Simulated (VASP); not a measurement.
# Cu in VASP: single point with PBEsol

Aim: the single point of Cu with PBEsol.

All numbers are computed with VASP 6.6.1; they aren't measurements. Logs are shortened: lines on timing, memory, paths and dates and some standing lists are left out, and cuts for length are marked.

## Step 1: The cell of the first run

The cell holds a slab with vacuum, 6 atoms: a = 2.504 Å, b = 2.504 Å, c = 24.576 Å, α = 90.00°, β = 90.00°, γ = 120.00°.

## Step 2: Single point, PBEsol

File INCAR:

```
PREC = Accurate
ENCUT = 520
EDIFF = 1E-7
ISMEAR = -1
SIGMA = 0.1
LREAL = False
LASPH = True
NELM = 100
ALGO = Normal
ISIF = 2
LWAVE = False
LCHARG = True
GGA = PS
LELF = True
LVHAR = True
NBANDS = 42
```

File KPOINTS:

```
Automatic mesh
0
Gamma
  10 10 1
```

File POSCAR:

```
Cu
1.0
    2.5036582200      0.0000000000      0.0000000000
   -1.2518291100      2.1682316200      0.0000000000
    0.0000000000      0.0000000000     24.5755892700
Cu
6
Direct
    0.0000000000      0.0000000000      0.3737644500
    0.6666666667      0.3333333333      0.2896144200
    0.3333333333      0.6666666667      0.4579908600
    0.0000000000      0.0000000000      0.6262355500
    0.6666666667      0.3333333333      0.5420091400
    0.3333333333      0.6666666667      0.7103855800
```

Potentials or basis: VASP PAW PBE potentials, release 64 (Cu).

Run with:

```bash
> cat potpaw_PBE.64/Cu/POTCAR > POTCAR
> mpirun -np 1 vasp_std > vasp.out
```

OUTCAR:

```text
PREC = Accurate
   ENCUT = 520
   EDIFF = 1E-7
   ISMEAR = -1
   LREAL = False
   LASPH = True
   NELM = 100
   ISIF = 2
   GGA = PS

 ion  position               nearest neighbor table
   1  0.000  0.000  0.374-   2 2.52   2 2.52   2 2.52   3 2.52   3 2.52   3 2.52
   2  0.667  0.333  0.290-   1 2.52   1 2.52   1 2.52
   3  0.333  0.667  0.458-   5 2.52   5 2.52   5 2.52   1 2.52   1 2.52   1 2.52
   4  0.000  0.000  0.626-   6 2.52   6 2.52   6 2.52   5 2.52   5 2.52   5 2.52
   5  0.667  0.333  0.542-   3 2.52   3 2.52   3 2.52   4 2.52   4 2.52   4 2.52
   6  0.333  0.667  0.710-   4 2.52   4 2.52   4 2.52

  LATTYP: Found a hexagonal cell.
 ALAT       =     2.5036582200
 C/A-ratio  =     9.8158722599

  Lattice vectors:

 A1 = (   2.5036582200,   0.0000000000,   0.0000000000)
 A2 = (  -1.2518291100,   2.1682316200,   0.0000000000)
 A3 = (   0.0000000000,   0.0000000000,  24.5755892700)

Analysis of symmetry for initial positions (statically):
=====================================================================
 Subroutine PRICEL returns:
 Original cell was already a primitive cell.

 Routine SETGRP: Setting up the symmetry group for a
 hexagonal supercell.

 Subroutine GETGRP returns: Found 12 space group operations
 (whereof 12 operations were pure point group operations)
 out of a pool of 24 trial point group operations.

The static configuration has the point symmetry D_3d.

Analysis of symmetry for dynamics (positions and initial velocities):
=====================================================================
 Subroutine PRICEL returns:
 Original cell was already a primitive cell.

 Routine SETGRP: Setting up the symmetry group for a
 hexagonal supercell.

 Subroutine GETGRP returns: Found 12 space group operations
 (whereof 12 operations were pure point group operations)
 out of a pool of 24 trial point group operations.

The dynamic configuration has the point symmetry D_3d.

 Subroutine INISYM returns: Found 12 space group operations
 (whereof 12 operations are pure point group operations),
 and found     1 'primitive' translations

----------------------------------------------------------------------------------------

                                     Primitive cell

  volume of cell :     133.4089

  direct lattice vectors                    reciprocal lattice vectors
     2.503658220  0.000000000  0.000000000     0.399415540  0.230602670  0.000000000
    -1.251829110  2.168231620  0.000000000     0.000000000  0.461205339  0.000000000
     0.000000000  0.000000000 24.575589270     0.000000000  0.000000000  0.040690784

  length of vectors
     2.503658220  2.503658219 24.575589270     0.461205339  0.461205339  0.040690784

  position of ions in fractional coordinates (direct lattice)
     0.000000000  0.000000000  0.373764450
     0.666666667  0.333333333  0.289614420
     0.333333333  0.666666667  0.457990860
     0.000000000  0.000000000  0.626235550
     0.666666667  0.333333333  0.542009140
     0.333333333  0.666666667  0.710385580

  ion indices of the primitive-cell ions
   primitive index   ion index
                 1           1
                 2           2
                 3           3
                 4           4
                 5           5
                 6           6

----------------------------------------------------------------------------------------

 KPOINTS: Automatic mesh

Automatic generation of k-mesh.
 Grid dimensions read from file:
 generate k-points for:   10   10    1

 Generating k-lattice:

  Cartesian coordinates                     Fractional coordinates (reciprocal lattice)
     0.039941554  0.023060267  0.000000000     0.100000000  0.000000000  0.000000000
     0.000000000  0.046120534  0.000000000     0.000000000  0.100000000  0.000000000
     0.000000000  0.000000000  0.040690784     0.000000000  0.000000000  1.000000000

  Length of vectors
     0.046120534  0.046120534  0.040690784

  Shift w.r.t. Gamma in fractional coordinates (k-lattice)
     0.000000000  0.000000000  0.000000000

 Subroutine IBZKPT returns following result:
 ===========================================

 Found     14 irreducible k-points:

 Following reciprocal coordinates:
            Coordinates               Weight
  0.000000  0.000000  0.000000      1.000000
  0.100000  0.000000  0.000000      6.000000
  0.200000  0.000000  0.000000      6.000000
  0.300000  0.000000  0.000000      6.000000
  0.400000  0.000000  0.000000      6.000000
  0.500000  0.000000  0.000000      3.000000
  0.100000  0.100000  0.000000      6.000000
  0.200000  0.100000  0.000000     12.000000
  0.300000  0.100000  0.000000     12.000000
  0.400000  0.100000  0.000000     12.000000
  0.200000  0.200000  0.000000      6.000000
  0.300000  0.200000  0.000000     12.000000
  0.400000  0.200000  0.000000      6.000000
  0.300000  0.300000  0.000000      6.000000
   k-points           NKPTS =     14   k-points in BZ     NKDIM =     14   number of bands    NBANDS=     42
   number of dos      NEDOS =    301   number of ions     NIONS =      6
   total plane-waves  NPLWV =  76800
   dimension x,y,z NGX =    20 NGY =   20 NGZ =  192
   dimension x,y,z NGXF=    40 NGYF=   40 NGZF=  384
   ions per type =               6
   NGX,Y,Z   is equivalent  to a cutoff of  13.28, 13.28, 12.99 a.u.
   NGXF,Y,Z  is equivalent  to a cutoff of  26.56, 26.56, 25.98 a.u.
 SYSTEM =  unknown system
   PREC   = accura    normal or accurate (medium, high low for compatibility)
   ISTART =      0    job   : 0-new  1-cont  2-samecut
   ICHARG =      2    charge: 1-file 2-atom 10-const
   ISPIN  =      1    spin polarized calculation?
   LNONCOLLINEAR =      F non collinear calculations
   LSORBIT =      F    spin-orbit coupling
   LASPH  =      T    aspherical Exc in radial PAW
   ENCUT  =  520.0 eV  38.22 Ry    6.18 a.u.   4.66  4.66 45.69*2*pi/ulx,y,z
   NELM   =    100;   NELMIN=  2; NELMDL= -5     # of ELM steps
   EDIFF  = 0.1E-06   stopping-criterion for ELM
   LREAL  =      F    real-space projection
   EDIFFG = 0.1E-05   stopping-criterion for IOM
   NSW    =      0    number of steps for IOM
   IBRION =     -1    ionic relax: 0-MD 1-quasi-New 2-CG
   NFREE  =      0    steps in history (QN), initial steepest desc. (CG)
   ISIF   =      2    stress and relaxation
   ISYM   =      2    0-nonsym 1-usesym 2-fastsym
   POTIM  = 0.5000    time-step for ionic-motion
   TEBEG  =    0.0;   TEEND  =   0.0 temperature during run
   PSTRESS=    0.0 pullay stress
   NELECT =      66.0000    total number of electrons
   NUPDOWN=      -1.0000    fix difference up-down
   EMIN   =  10.00;   EMAX   =-10.00  energy-range for DOS
   EFERMI =   0.00;   METHOD = LEGACY
   ISMEAR =    -1;   SIGMA  =   0.10  broadening in eV -4-tet -1-fermi 0-gaus
   EFERMI_NEDOS =   21; number of points for ismear=-14 and -15
   IALGO  =     38    algorithm
   IMIX   =      4    mixing-type and parameters
     AMIX     =   0.40;   BMIX     =  1.00
     AMIX_MAG =   1.60;   BMIX_MAG =  1.00
  volume/ion in A,a.u.               =      22.23       150.05
  Fermi-wavevector in a.u.,A,eV,Ry     =   1.294776  2.446772 22.809412  1.676445
  Thomas-Fermi vector in A             =   2.426337
   LORBIT       =      0    0 simple, 1 ext, 2 COOP (PROOUT), +10 PAW based schemes
   GGA     = PS    functional components
   LHFCALC =     F    Hartree Fock is set to
   AEXX    =    0.0000 exact exchange contribution
   IVDW    =     0    specifies the selected vdW correction
   LEPSILON=     F    determine dielectric tensor
   LRPA    =     F    only Hartree local field effects (RPA)
 non-spin polarized calculation
  energy-cutoff  :      520.00
  volume of cell :      133.41
 maximum number of plane-waves:      3631
 NGX is ok and might be reduce to    20
   NGX =  9   NGY =  9   NGZ = 91

 number of electron      66.0000023 magnetization

 Free energy of the ion-electron system (eV)
  ---------------------------------------------------
  ext. energy  EPLUGINS =         0.00000000
  ---------------------------------------------------
  free energy    TOTEN  =       -24.73080599 eV

  energy without entropy =      -24.63847052  energy(sigma->0) =      -24.68463826

 E-fermi :   1.6624     XC(G=0):  -7.4095

 val. band max:        1.5330436688   @ k =   0.2000   0.2000   0.0000
 cond. band min:       1.7107870846   @ k =   0.2000   0.1000   0.0000
 fundamental gap:      0.1777434158
 Fermi energy:         1.6624309282

 k-point     1 :       0.0000    0.0000    0.0000
  band No.  band energies     occupation
      1      -7.8872      2.00000
      2      -7.2452      2.00000
      3      -6.2281      2.00000
      4      -5.0220      2.00000
      5      -4.0990      2.00000
      6      -3.7733      2.00000
[... 34 lines left out ...]
     41       7.5473      0.00000
     42       9.5647      0.00000

 k-point     2 :       0.1000    0.0000    0.0000
  band No.  band energies     occupation
      1      -7.5524      2.00000
      2      -6.9183      2.00000
      3      -5.9154      2.00000
      4      -4.7303      2.00000
      5      -3.8380      2.00000
      6      -3.5506      2.00000
[... 34 lines left out ...]
     41       7.8400      0.00000
     42       9.8723      0.00000

 k-point     3 :       0.2000    0.0000    0.0000
  band No.  band energies     occupation
      1      -6.5882      2.00000
      2      -5.9884      2.00000
      3      -5.0535      2.00000
      4      -3.9784      2.00000
      5      -3.2081      2.00000
      6      -3.0142      2.00000
[... 34 lines left out ...]
     41       8.7208      0.00000
     42      10.7885      0.00000

 k-point     4 :       0.3000    0.0000    0.0000
  band No.  band energies     occupation
      1      -5.1720      2.00000
      2      -4.6917      2.00000
      3      -4.0105      2.00000
      4      -3.3394      2.00000
      5      -2.8610      2.00000
      6      -2.6625      2.00000
[... 394 lines left out ...]
     41      10.0287      0.00000
     42      10.4263      0.00000

 k-point    13 :       0.4000    0.2000    0.0000
  band No.  band energies     occupation
      1      -3.0482      2.00000
      2      -3.0168      2.00000
      3      -2.8238      2.00000
      4      -2.7946      2.00000
      5      -2.6815      2.00000
      6      -2.5162      2.00000
[... 34 lines left out ...]
     41       9.6332      0.00000
     42       9.7594      0.00000

 k-point    14 :       0.3000    0.3000    0.0000
  band No.  band energies     occupation
      1      -2.7008      2.00000
      2      -2.6983      2.00000
      3      -2.6336      2.00000
      4      -2.5675      2.00000
      5      -2.5487      2.00000
      6      -2.4448      2.00000
[... 34 lines left out ...]
     41       8.3561      0.00000
     42       8.9360      0.00000

------------------------ aborting loop because EDIFF is reached ----------------------------------------

  FORCE on cell =-STRESS in cart. coord.  units (eV):
  Direction    XX          YY          ZZ          XY          YZ          ZX
  --------------------------------------------------------------------------------------
  -------------------------------------------------------------------------------------
  Total       -0.1278295     -0.1278295     -0.4816629     -0.0000000      0.0000000      0.0000000
  in kB       -1.5351718     -1.5351718     -5.7845439     -0.0000000      0.0000000      0.0000000
  external PRESSURE =      -2.9516292 kB  Pullay stress =       0.0000000 kB

 VOLUME and BASIS-vectors are now :
 -----------------------------------------------------------------------------
  energy-cutoff  :      520.00
  volume of cell :      133.41
      direct lattice vectors                 reciprocal lattice vectors
     2.503658220  0.000000000  0.000000000     0.399415540  0.230602670  0.000000000
    -1.251829110  2.168231620  0.000000000     0.000000000  0.461205339  0.000000000
     0.000000000  0.000000000 24.575589270     0.000000000  0.000000000  0.040690784

 POSITION                                       TOTAL-FORCE (eV/Angst)
 -----------------------------------------------------------------------------------
      0.00000      0.00000      9.18548        -0.000000     -0.000000      0.026054
      1.25183      0.72274      7.11745         0.000000     -0.000000      0.040585
     -0.00000      1.44549     11.25540         0.000000      0.000000     -0.063840
      0.00000      0.00000     15.39011        -0.000000      0.000000     -0.026054
      1.25183      0.72274     13.32019        -0.000000     -0.000000      0.063840
     -0.00000      1.44549     17.45814         0.000000      0.000000     -0.040585
 -----------------------------------------------------------------------------------
    total drift:                               -0.000000      0.000000      0.000000

  FREE ENERGIE OF THE ION-ELECTRON SYSTEM (eV)
  ---------------------------------------------------
  free  energy   TOTEN  =       -24.7308059898 eV

  energy  without entropy=      -24.6384705229  energy(sigma->0) =      -24.68463826
```

Run time: 1.9 min. Hardware: 1 thread of Intel Xeon Platinum 8488C (Sapphire Rapids), shared host; peak memory 0.28 GiB.

What came out:

- Free energy: -24.7308 eV
- Largest force: 0.064 eV/Å
- Band gap on the k mesh: zero (bands 33 and 34 overlap by 4.63 eV)

Forces in eV/Å, atoms in the order of the input:
```
Cu   0.000  0.000  0.026
Cu   0.000  0.000  0.041
Cu   0.000  0.000 -0.064
Cu   0.000  0.000 -0.026
Cu   0.000  0.000  0.064
Cu   0.000  0.000 -0.041
```

Caveat: the PAW data sets were made with another functional, which shifts forces and pressure a little.
